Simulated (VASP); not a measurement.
**SiC: single point with PBE**

The system is SiC.

```xyz
16
Lattice="6.1507 0.0000 0.0000 -3.0754 5.3267 0.0000 0.0000 0.0000 5.0481" Properties=species:S:1:pos:R:3 pbc="T T T"
Si   -0.0154    1.7951    0.0123
Si    1.5171    0.8614    2.5269
Si   -1.5337    4.4380   -0.0109
Si    0.0393    3.5473    2.5394
Si    3.0300    1.7674   -0.0257
Si    4.6350    0.9016    2.5232
Si    1.5597    4.4655   -0.0033
Si    3.0774    3.5295    2.5098
C     0.0005    1.7971    1.9057
C     1.4993    0.8760    4.4200
C    -1.5255    4.4274    1.9091
C     0.0162    3.5555    4.4419
C     3.0674    1.7403    1.8886
C     4.5978    0.9079    4.3966
C     1.5702    4.4597    1.8898
C     3.0569    3.5449    4.4241
```

```json
{"Program": "VASP 6.6.1", "Task": "single point", "Functional": "PBE", "Potentials or basis": "VASP PAW PBE potentials, release 64 (Si, C)", "Cutoff": "520 eV", "k mesh": "3 × 3 × 4", "Occupations": "fermi-dirac, width 0.02 eV", "Spin": "no spin polarisation"}
```

```yaml
Pressure: 3.5 GPa
Largest_force: 0.666 eV/Å
Band_gap_on_the_k_mesh: 2.25 eV
```

Forces on the atoms (eV/Å):
```
Si  -0.062 -0.251 -0.109
Si   0.298  0.282 -0.123
Si  -0.203 -0.291  0.391
Si  -0.347  0.553 -0.130
Si   0.504 -0.003  0.428
Si  -0.483 -0.118 -0.197
Si  -0.389 -0.116  0.051
Si   0.169  0.023  0.126
C    0.221 -0.339 -0.173
C    0.103  0.126 -0.043
C    0.003 -0.252 -0.243
C    0.003  0.246 -0.319
C   -0.074  0.319 -0.025
C    0.071  0.006  0.536
C   -0.208 -0.238  0.119
C    0.396  0.052 -0.287
```

Stress tensor (GPa, compression positive):
```
 3.24 -0.27 -0.18
-0.27  4.25  0.04
-0.18  0.04  3.03
```

Levels at points of the mesh, in eV from the valence-band top:
```csv
k point,band 30,band 31,band 32,band 33,band 34,band 35
"(0.00, 0.00, 0.00)",-0.13,-0.07,0.00,2.71,2.73,2.79
"(0.00, 0.00, 0.50)",-0.75,-0.74,-0.68,3.19,3.19,3.26
```

Wall time 95 s on 1 thread of Intel(R) Xeon(R) 6975P-C (Granite Rapids), with other jobs on the host, peak memory 0.32 GiB.

A k mesh can miss the band edges.
